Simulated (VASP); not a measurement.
# ZrS2 (P-3m1) in VASP: further runs

Runs on ZrS2. Level: PBE+D3(BJ). Tasks: phonons.

All numbers are computed with VASP 6.6.1; they aren't measurements. Logs are shortened: lines on timing, memory, paths and dates and some standing lists are left out, and cuts for length are marked.

### 1 The cell of the first run

It takes space group P-3m1 (No. 164, trigonal). The conventional cell has a = 3.092 Å, b = 3.092 Å, c = 5.046 Å, α = 90.00°, β = 90.00°, γ = 120.00°. Zr (site symmetry -3m) has 6 S at 2.41 Å and 6 Zr at 3.09 Å within 3.2 Å. Within 3.2 Å of S (site symmetry 3m) lie 3 Zr at 2.41 Å and 9 S at 2.55 to 3.09 Å.

### 2 Phonons, PBE+D3(BJ)

INCAR reads:

```
PREC = Accurate
ENCUT = 500
EDIFF = 1E-8
ISMEAR = -1
SIGMA = 0.15
LREAL = F
LASPH = T
NELM = 120
ALGO = Normal
ISIF = 2
LWAVE = F
LCHARG = F
GGA = PE
IVDW = 12
NBANDS = 19
IBRION = 6
NFREE = 2
POTIM = 0.015
NSW = 1
GGA_COMPAT = F
```

KPOINTS reads:

```
regular mesh
0
Gamma
  18 18 8
```

POSCAR reads:

```
ZrS2
1.0
    3.0917743392      0.0000000000      0.0000000000
   -1.5458871696      2.6775551205      0.0000000000
    0.0000000000      0.0000000000      5.0462690897
Zr S
1 2
Direct
    0.0000000000      0.0000000000      0.0000000000
    0.3333333333      0.6666666667      0.3201776034
    0.6666666667      0.3333333333      0.6798223966
```

Potentials or basis: VASP PAW PBE potentials, release 64 (Zr_sv, S).

Started as:

```bash
$ cat potpaw_PBE.64/Zr_sv/POTCAR potpaw_PBE.64/S/POTCAR > POTCAR
$ mpirun -np 1 vasp_std > vasp.out
```

OUTCAR:

```text
PREC = Accurate
   ENCUT = 500
   EDIFF = 1E-8
   ISMEAR = -1
   LREAL = F
   LASPH = T
   NELM = 120
   ISIF = 2
   GGA = PE
   IVDW = 12
   IBRION = 6
   NFREE = 2
   POTIM = 0.015
   NSW = 1
 IVDW          = 12

 ion  position               nearest neighbor table
   1  0.000  0.000  0.000-   2 2.41   3 2.41   2 2.41   3 2.41   3 2.41   2 2.41
   2  0.333  0.667  0.320-   1 2.41   1 2.41   1 2.41   3 2.55   3 2.55   3 2.55
   3  0.667  0.333  0.680-   1 2.41   1 2.41   1 2.41   2 2.55   2 2.55   2 2.55

  LATTYP: Found a hexagonal cell.
 ALAT       =     3.0917743392
 C/A-ratio  =     1.6321595744

  Lattice vectors:

 A1 = (   3.0917743392,   0.0000000000,   0.0000000000)
 A2 = (  -1.5458871696,   2.6775551205,   0.0000000000)
 A3 = (   0.0000000000,   0.0000000000,   5.0462690897)

Analysis of symmetry for initial positions (statically):
=====================================================================
 Subroutine PRICEL returns:
 Original cell was already a primitive cell.

 Routine SETGRP: Setting up the symmetry group for a
 hexagonal supercell.

 Subroutine GETGRP returns: Found 12 space group operations
 (whereof 12 operations were pure point group operations)
 out of a pool of 24 trial point group operations.

The static configuration has the point symmetry D_3d.

Analysis of symmetry for dynamics (positions and initial velocities):
=====================================================================
 Subroutine PRICEL returns:
 Original cell was already a primitive cell.

 Routine SETGRP: Setting up the symmetry group for a
 hexagonal supercell.

 Subroutine GETGRP returns: Found 12 space group operations
 (whereof 12 operations were pure point group operations)
 out of a pool of 24 trial point group operations.

The dynamic configuration has the point symmetry D_3d.

 Subroutine INISYM returns: Found 12 space group operations
 (whereof 12 operations are pure point group operations),
 and found     1 'primitive' translations

----------------------------------------------------------------------------------------

                                     Primitive cell

  volume of cell :      41.7750

  direct lattice vectors                    reciprocal lattice vectors
     3.091774339  0.000000000  0.000000000     0.323438870  0.186737519  0.000000000
    -1.545887170  2.677555121  0.000000000     0.000000000  0.373475038  0.000000000
     0.000000000  0.000000000  5.046269090     0.000000000  0.000000000  0.198166206

  length of vectors
     3.091774339  3.091774339  5.046269090     0.373475038  0.373475038  0.198166206

  position of ions in fractional coordinates (direct lattice)
     0.000000000  0.000000000  0.000000000
     0.333333333  0.666666667  0.320177603
     0.666666667  0.333333333  0.679822397

  ion indices of the primitive-cell ions
   primitive index   ion index
                 1           1
                 2           2
                 3           3

----------------------------------------------------------------------------------------

 KPOINTS: regular mesh

Automatic generation of k-mesh.
 Grid dimensions read from file:
 generate k-points for:   18   18    8

 Generating k-lattice:

  Cartesian coordinates                     Fractional coordinates (reciprocal lattice)
     0.017968826  0.010374307  0.000000000     0.055555556  0.000000000  0.000000000
     0.000000000  0.020748613  0.000000000     0.000000000  0.055555556  0.000000000
     0.000000000  0.000000000  0.024770776     0.000000000  0.000000000  0.125000000

  Length of vectors
     0.020748613  0.020748613  0.024770776

  Shift w.r.t. Gamma in fractional coordinates (k-lattice)
     0.000000000  0.000000000  0.000000000

 Subroutine IBZKPT returns following result:
 ===========================================

 Found    266 irreducible k-points:

 Following reciprocal coordinates:
            Coordinates               Weight
  0.000000  0.000000  0.000000      1.000000
  0.055556  0.000000  0.000000      6.000000
  0.111111  0.000000  0.000000      6.000000
  0.166667  0.000000  0.000000      6.000000
  0.222222  0.000000  0.000000      6.000000
  0.277778  0.000000  0.000000      6.000000
[... 16 lines left out ...]
  0.333333  0.111111  0.000000     12.000000
  0.388889  0.111111  0.000000     12.000000
 [... further k-points ...]
   k-points           NKPTS =    266   k-points in BZ     NKDIM =    266   number of bands    NBANDS=     19
   number of dos      NEDOS =    301   number of ions     NIONS =      3
   total plane-waves  NPLWV =  23040
   dimension x,y,z NGX =    24 NGY =   24 NGZ =   40
   dimension x,y,z NGXF=    48 NGYF=   48 NGZF=   80
   ions per type =               1   2
   NGX,Y,Z   is equivalent  to a cutoff of  12.90, 12.90, 13.18 a.u.
   NGXF,Y,Z  is equivalent  to a cutoff of  25.81, 25.81, 26.36 a.u.
 SYSTEM =  unknown system
   PREC   = accura    normal or accurate (medium, high low for compatibility)
   ISTART =      0    job   : 0-new  1-cont  2-samecut
   ICHARG =      2    charge: 1-file 2-atom 10-const
   ISPIN  =      1    spin polarized calculation?
   LNONCOLLINEAR =      F non collinear calculations
   LSORBIT =      F    spin-orbit coupling
   LASPH  =      T    aspherical Exc in radial PAW
   ENCUT  =  500.0 eV  36.75 Ry    6.06 a.u.   5.64  5.64  9.20*2*pi/ulx,y,z
   NELM   =    120;   NELMIN=  2; NELMDL= -5     # of ELM steps
   EDIFF  = 0.1E-07   stopping-criterion for ELM
   LREAL  =      F    real-space projection
   EDIFFG = 0.1E-06   stopping-criterion for IOM
   NSW    =     73    number of steps for IOM
   IBRION =      6    ionic relax: 0-MD 1-quasi-New 2-CG
   NFREE  =      2    steps in history (QN), initial steepest desc. (CG)
   ISIF   =      2    stress and relaxation
   ISYM   =      2    0-nonsym 1-usesym 2-fastsym
   POTIM  = 0.0150    time-step for ionic-motion
   TEBEG  =    0.0;   TEEND  =   0.0 temperature during run
   PSTRESS=    0.0 pullay stress
   NELECT =      24.0000    total number of electrons
   NUPDOWN=      -1.0000    fix difference up-down
   EMIN   =  10.00;   EMAX   =-10.00  energy-range for DOS
   EFERMI =   0.00;   METHOD = LEGACY
   ISMEAR =    -1;   SIGMA  =   0.15  broadening in eV -4-tet -1-fermi 0-gaus
   EFERMI_NEDOS =   21; number of points for ismear=-14 and -15
   IALGO  =     38    algorithm
   IMIX   =      4    mixing-type and parameters
     AMIX     =   0.40;   BMIX     =  1.00
     AMIX_MAG =   1.60;   BMIX_MAG =  1.00
  volume/ion in A,a.u.               =      13.93        93.97
  Fermi-wavevector in a.u.,A,eV,Ry     =   1.360942  2.571808 25.200220  1.852164
  Thomas-Fermi vector in A             =   2.487561
   LORBIT       =      0    0 simple, 1 ext, 2 COOP (PROOUT), +10 PAW based schemes
   GGA     = PE    functional components
   LHFCALC =     F    Hartree Fock is set to
   AEXX    =    0.0000 exact exchange contribution
   IVDW    =    12    specifies the selected vdW correction
   LEPSILON=     F    determine dielectric tensor
   LRPA    =     F    only Hartree local field effects (RPA)
 finite differences with symmetry
 non-spin polarized calculation
  energy-cutoff  :      500.00
  volume of cell :       41.78
 maximum number of plane-waves:      1099
 NGX is ok and might be reduce to    24
   NGX = 11   NGY = 11   NGZ = 19

--------------------------------------- Ionic step        1  -------------------------------------------

 number of electron      24.0000000 magnetization

 Free energy of the ion-electron system (eV)
  ---------------------------------------------------
  ext. energy  EPLUGINS =         0.00000000
  ---------------------------------------------------
  free energy    TOTEN  =       -18.12063584 eV

  energy without entropy =      -18.05347440  energy(sigma->0) =      -18.08705512

------------------------ aborting loop because EDIFF is reached ----------------------------------------

 Edisp (eV)   -1.75125

 E8    (eV) :    -0.7484
[... 319 lines left out ...]
--------------------------------------- Ionic step        9  -------------------------------------------

 number of electron      24.0000000 magnetization

 Free energy of the ion-electron system (eV)
  ---------------------------------------------------
  ext. energy  EPLUGINS =         0.00000000
  ---------------------------------------------------
  free energy    TOTEN  =       -18.11848328 eV

  energy without entropy =      -18.05238833  energy(sigma->0) =      -18.08543580

 E-fermi :  11.4294     XC(G=0): -12.2834

 val. band max:       11.4104369179   @ k =   0.3889   0.0000   0.5000
 cond. band min:      11.4357976365   @ k =   0.0000   0.1667   0.2500
 fundamental gap:      0.0253607187
 Fermi energy:        11.4293768600

 k-point     1 :       0.0000    0.0000    0.0000
  band No.  band energies     occupation
      1     -36.4836      2.00000
      2     -15.0432      2.00000
      3     -14.1654      2.00000
      4     -14.1654      2.00000
      5      -5.0532      2.00000
      6      -0.1435      2.00000
[... 505 lines left out ...]
      6      -1.1948      2.00000
[... 11 lines left out ...]
     18      19.8247      0.00000
     19      20.0798      0.00000

 [... further k-points ...]

------------------------ aborting loop because EDIFF is reached ----------------------------------------

 Edisp (eV)   -1.75118

 E8    (eV) :    -0.7483
[... 26 lines left out ...]
  FREE ENERGIE OF THE ION-ELECTRON SYSTEM (eV)
  ---------------------------------------------------
  free  energy   TOTEN  =       -19.8696663136 eV

  energy  without entropy=      -19.8035713639  energy(sigma->0) =      -19.83661884

 INTERNAL STRAIN TENSORS FROM DISPLACED ATOMS
 ============================================

 INTERNAL STRAIN TENSOR FOR ION    1 for displacements in x,y,z  (eV/Angst):
          X           Y           Z          XY          YZ          ZX
  --------------------------------------------------------------------------------
  x     0.00000     0.00000     0.00000     0.00000     0.00000     0.00000
  y     0.00000     0.00000     0.00000     0.00000     0.00000     0.00000
  z     0.00000     0.00000     0.00000     0.00000     0.00000     0.00000

 INTERNAL STRAIN TENSOR FOR ION    3 for displacements in x,y,z  (eV/Angst):
          X           Y           Z          XY          YZ          ZX
  --------------------------------------------------------------------------------
  x     0.00000     0.00000     0.00000    -5.32495     0.00000    12.02254
  y    -5.32495     5.32495    -0.00000     0.00000    12.02254    -0.00000
  z    16.78172    16.78172    11.90126     0.00000     0.00000     0.00000

 Eigenvectors and eigenvalues of the dynamical matrix
 ----------------------------------------------------

   1 f  =   14.155151 THz    88.939438 2PiTHz  472.165019 cm-1    58.540975 meV
             X         Y         Z           dx          dy          dz
      0.000000  0.000000  0.000000    -0.000000   -0.000000   -0.000000
     -0.000000  1.785037  1.615702    -0.000000   -0.000000   -0.707107
      1.545887  0.892518  3.430567     0.000000    0.000000    0.707107
[... 43 lines left out ...]
   9 f/i=    0.000277 THz     0.001741 2PiTHz    0.009245 cm-1     0.001146 meV
             X         Y         Z           dx          dy          dz
      0.000000  0.000000  0.000000    -0.755497   -0.128271   -0.000000
     -0.000000  1.785037  1.615702    -0.447887   -0.076044   -0.000000
      1.545887  0.892518  3.430567    -0.447887   -0.076044   -0.000000

 ELASTIC MODULI CONTR FROM IONIC RELAXATION (kBar)
 Direction    XX          YY          ZZ          XY          YZ          ZX
 --------------------------------------------------------------------------------
 XX       -1087.6761   -555.7656   -582.7484      0.0000    600.4675     -0.0000
 YY        -555.7656  -1087.6761   -582.7484      0.0000   -600.4675     -0.0000
 ZZ        -582.7484   -582.7484   -413.2738      0.0000      0.0000     -0.0000
 XY           0.0000      0.0000      0.0000   -265.9552      0.0000    600.4675
 YZ         600.4675   -600.4675      0.0000      0.0000  -1355.7216     -0.0000
 ZX          -0.0000     -0.0000     -0.0000    600.4675     -0.0000  -1355.7216
 --------------------------------------------------------------------------------
```

It took 29 min on 1 thread of Intel Xeon Platinum 8375C at 2.90GHz (Ice Lake), shared host; peak memory 1.4 GiB.

Results:

```yaml
Highest_phonon_frequency_at_Γ_LO-TO_splitting_left_out: 472 cm⁻¹
Dispersion_energy_per_atom: -0.584 eV
```

Phonon frequencies in cm⁻¹ (negative: imaginary):
| q point | frequencies |
| --- | --- |
| (0.000, 0.000, 0.000) | 0 0 0 253 253 263 263 472 472 |

Caveat: the cell stands under pressure or tension, which shifts response properties.

### 3 Phonons, PBE+D3(BJ)

This run uses another cell than the first one, of 20.08 Å³/atom.

INCAR reads:

```
SYSTEM = ZrS2
ALGO = Normal
EDIFF = 1E-8
ENCUT = 500
GGA = PE
GGA_COMPAT = .False.
IBRION = 6
ISIF = 2
ISMEAR = 0
IVDW = 12
LASPH = .True.
LCHARG = .False.
LREAL = .False.
LWAVE = .False.
NBANDS = 19
NELM = 120
NFREE = 2
NSW = 1
POTIM = 0.015
PREC = Accurate
SIGMA = 0.01
```

KPOINTS reads:

```
k-points
0
Gamma
  12 12 8
  0 0 0
```

POSCAR reads:

```
ZrS2
1.0
    3.5706139702      0.0000000000      0.0000000000
   -1.7853069851      3.0922424053      0.0000000000
    0.0000000000      0.0000000000      5.4558523109
Zr S
1 2
Direct
    0.0000000000      0.0000000000      0.0000000000
    0.3333333333      0.6666666667      0.2699901926
    0.6666666667      0.3333333333      0.7300098074
```

Potentials or basis: VASP PAW PBE potentials, release 64 (Zr_sv, S).

Started as:

```bash
$ cat potpaw_PBE.64/Zr_sv/POTCAR potpaw_PBE.64/S/POTCAR > POTCAR
$ mpirun -np 1 vasp_std > vasp.out
```

OUTCAR:

```text
SYSTEM = ZrS2
   EDIFF = 1E-8
   ENCUT = 500
   GGA = PE
   IBRION = 6
   ISIF = 2
   ISMEAR = 0
   IVDW = 12
   LASPH = .True.
   LREAL = .False.
   NELM = 120
   NFREE = 2
   NSW = 1
   POTIM = 0.015
   PREC = Accurate
 IVDW          = 12

 ion  position               nearest neighbor table
   1  0.000  0.000  0.000-   2 2.53   3 2.53   2 2.53   3 2.53   3 2.53   2 2.53
   2  0.333  0.667  0.270-   1 2.53   1 2.53   1 2.53
   3  0.667  0.333  0.730-   1 2.53   1 2.53   1 2.53

  LATTYP: Found a hexagonal cell.
 ALAT       =     3.5706139702
 C/A-ratio  =     1.5279871631

  Lattice vectors:

 A1 = (   3.5706139702,   0.0000000000,   0.0000000000)
 A2 = (  -1.7853069851,   3.0922424053,   0.0000000000)
 A3 = (   0.0000000000,   0.0000000000,   5.4558523109)

Analysis of symmetry for initial positions (statically):
=====================================================================
 Subroutine PRICEL returns:
 Original cell was already a primitive cell.

 Routine SETGRP: Setting up the symmetry group for a
 hexagonal supercell.

 Subroutine GETGRP returns: Found 12 space group operations
 (whereof 12 operations were pure point group operations)
 out of a pool of 24 trial point group operations.

The static configuration has the point symmetry D_3d.

Analysis of symmetry for dynamics (positions and initial velocities):
=====================================================================
 Subroutine PRICEL returns:
 Original cell was already a primitive cell.

 Routine SETGRP: Setting up the symmetry group for a
 hexagonal supercell.

 Subroutine GETGRP returns: Found 12 space group operations
 (whereof 12 operations were pure point group operations)
 out of a pool of 24 trial point group operations.

The dynamic configuration has the point symmetry D_3d.
[... 477 lines left out ...]
--------------------------------------- Ionic step        9  -------------------------------------------

 number of electron      24.0000001 magnetization

 Free energy of the ion-electron system (eV)
  ---------------------------------------------------
  ext. energy  EPLUGINS =         0.00000000
  ---------------------------------------------------
  free energy    TOTEN  =       -21.20409124 eV

  energy without entropy =      -21.20409124  energy(sigma->0) =      -21.20409124

 E-fermi :   6.5590     XC(G=0): -10.2787

 val. band max:        6.5177079929   @ k =   0.0000   0.0000   0.0000
 cond. band min:       6.7828621523   @ k =   0.5000   0.0000   0.5000
 fundamental gap:      0.2651541594
 Fermi energy:         6.5590014434

 k-point     1 :       0.0000    0.0000    0.0000
  band No.  band energies     occupation
      1     -42.7142      2.00000
      2     -20.8310      2.00000
      3     -20.6331      2.00000
      4     -20.6331      2.00000
      5      -7.1228      2.00000
      6      -5.1206      2.00000
[... 505 lines left out ...]
      6      -5.2839      2.00000
[... 11 lines left out ...]
     18      13.0778      0.00000
     19      14.1719      0.00000

 [... further k-points ...]

------------------------ aborting loop because EDIFF is reached ----------------------------------------

 Edisp (eV)   -1.19423

 E8    (eV) :    -0.5085
[... 26 lines left out ...]
  FREE ENERGIE OF THE ION-ELECTRON SYSTEM (eV)
  ---------------------------------------------------
  free  energy   TOTEN  =       -22.3983214162 eV

  energy  without entropy=      -22.3983214162  energy(sigma->0) =      -22.39832142

 INTERNAL STRAIN TENSORS FROM DISPLACED ATOMS
 ============================================

 INTERNAL STRAIN TENSOR FOR ION    1 for displacements in x,y,z  (eV/Angst):
          X           Y           Z          XY          YZ          ZX
  --------------------------------------------------------------------------------
  x     0.00000     0.00000     0.00000     0.00000     0.00000     0.00000
  y     0.00000     0.00000     0.00000     0.00000     0.00000     0.00000
  z     0.00000     0.00000     0.00000     0.00000     0.00000     0.00000

 INTERNAL STRAIN TENSOR FOR ION    3 for displacements in x,y,z  (eV/Angst):
          X           Y           Z          XY          YZ          ZX
  --------------------------------------------------------------------------------
  x     0.00000     0.00000     0.00000    -4.06481     0.00000    10.54685
  y    -4.06481     4.06481    -0.00000     0.00000    10.54685     0.00000
  z    10.47098    10.47098    14.39846     0.00000    -0.00000     0.00000

 Eigenvectors and eigenvalues of the dynamical matrix
 ----------------------------------------------------

   1 f  =   10.302221 THz    64.730766 2PiTHz  343.645115 cm-1    42.606545 meV
             X         Y         Z           dx          dy          dz
      0.000000  0.000000  0.000000    -0.000000   -0.000000   -0.000000
     -0.000000  2.061495  1.473027    -0.000000    0.000000   -0.707107
      1.785307  1.030747  3.982826     0.000000   -0.000000    0.707107
[... 43 lines left out ...]
   9 f/i=    0.002905 THz     0.018251 2PiTHz    0.096890 cm-1     0.012013 meV
             X         Y         Z           dx          dy          dz
      0.000000  0.000000  0.000000    -0.764183   -0.051611    0.000000
     -0.000000  2.061495  1.473027    -0.453588   -0.030634    0.000000
      1.785307  1.030747  3.982826    -0.453588   -0.030634    0.000000

 ELASTIC MODULI CONTR FROM IONIC RELAXATION (kBar)
 Direction    XX          YY          ZZ          XY          YZ          ZX
 --------------------------------------------------------------------------------
 XX        -529.8676   -307.7787   -575.9167      0.0000    288.1238     -0.0000
 YY        -307.7787   -529.8676   -575.9167     -0.0000   -288.1238      0.0000
 ZZ        -575.9167   -575.9167   -791.9332     -0.0000     -0.0000      0.0000
 XY           0.0000     -0.0000     -0.0000   -111.0444     -0.0000    288.1238
 YZ         288.1238   -288.1238     -0.0000     -0.0000   -747.5866      0.0000
 ZX          -0.0000      0.0000      0.0000    288.1238      0.0000   -747.5864
 --------------------------------------------------------------------------------
```

Wall time 41 min (1 thread of Oxide Virtual Turin-like, shared host); peak memory 0.92 GiB.

What came out:

```yaml
Highest_phonon_frequency_at_Γ_LO-TO_splitting_left_out: 344 cm⁻¹
Dispersion_energy_per_atom: -0.398 eV
```

Phonon frequencies in cm⁻¹ (negative: imaginary):
| q point | frequencies |
| --- | --- |
| (0.000, 0.000, 0.000) | 0 0 0 172 172 259 259 338 344 |

Caveat: the cell stands under pressure or tension, which shifts response properties.
